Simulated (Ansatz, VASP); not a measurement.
## Two plane-wave programs on CsH

Contents of POSCAR:

```
CsH
1.0
    0.0000000000      3.1880000000      3.1880000000
    3.1880000000      0.0000000000      3.1880000000
    3.1880000000      3.1880000000      0.0000000000
Cs H
1 1
Direct
    0.0000000000      0.0000000000      0.0000000000
    0.5000000000      0.5000000000      0.5000000000
```

INCAR.step1

```
SYSTEM = CsH
PREC = Accurate ; ENCUT = 520
ISMEAR = 0 ; SIGMA = 0.05
LREAL = .False. ; LASPH = .True.
NELM = 60 ; NBANDS = 12
GGA = PE ; ALGO = Normal
EDIFF = 1E-4 ; LWAVE = .True.
LCHARG = .False.
```

The input INCAR.step2:

```
SYSTEM = CsH
PREC = Accurate ; ENCUT = 520
EDIFF = 1E-6 ; ISMEAR = 0
SIGMA = 0.05 ; LREAL = .False.
LASPH = .True. ; NELM = 60
ALGO = Normal ; ISIF = 2
LWAVE = .False. ; LCHARG = .True.
METAGGA = R2SCAN ; LMIXTAU = .True.
LELF = .True. ; LVHAR = .True.
NBANDS = 12 ; ISTART = 1
```

The input KPOINTS:

```
regular mesh
0
Gamma
  8 8 8
  0 0 0
```

Input for Ansatz:

```yaml
crystal:
  lattice:
    - [0.0, 3.188, 3.188]
    - [3.188, 0.0, 3.188]
    - [3.188, 3.188, 0.0]
  atoms:
    - { symbol: Cs, position: [0.0, 0.0, 0.0] }
    - { symbol: H, position: [0.5, 0.5, 0.5] }
basis:
  ecutwfc: 500
kpoints:
  mp_grid: { grid: [8, 8, 8] }
hamiltonian:
  xc: r2scan
scf:
  occupations: { method: gaussian, width: 0.05 }
output:
  forces: true
  stress: true
  eigenvalues: true
```

Alike in both runs: task single point; functional r2SCAN; k mesh 8 × 8 × 8; occupations gaussian, width 0.05 eV; no spin polarisation.

```csv
,VASP,Ansatz
version,VASP 6.6.1,Ansatz 0.2.0
potentials or method,"VASP PAW PBE potentials, release 64 (Cs_sv, H), cutoff 520 eV","scalar-relativistic, plane waves, PAW"
valence electrons in the cell,10,10
```

|  | VASP | Ansatz | Ansatz less VASP |
| --- | --- | --- | --- |
| gap on the k mesh at the Fermi level (eV) | 2.66 | 2.68 | +0.018 |
| least direct gap on the mesh (eV) | 2.66 | 2.68 | +0.018 |
| pressure (GPa) | 0.0 | 0.0 | -0.03 |

VASP's potentials were made for PBE, not for r2SCAN. The functional is the same, so the differences come from potentials, cutoffs and numerics.

Spin-orbit coupling is off throughout.
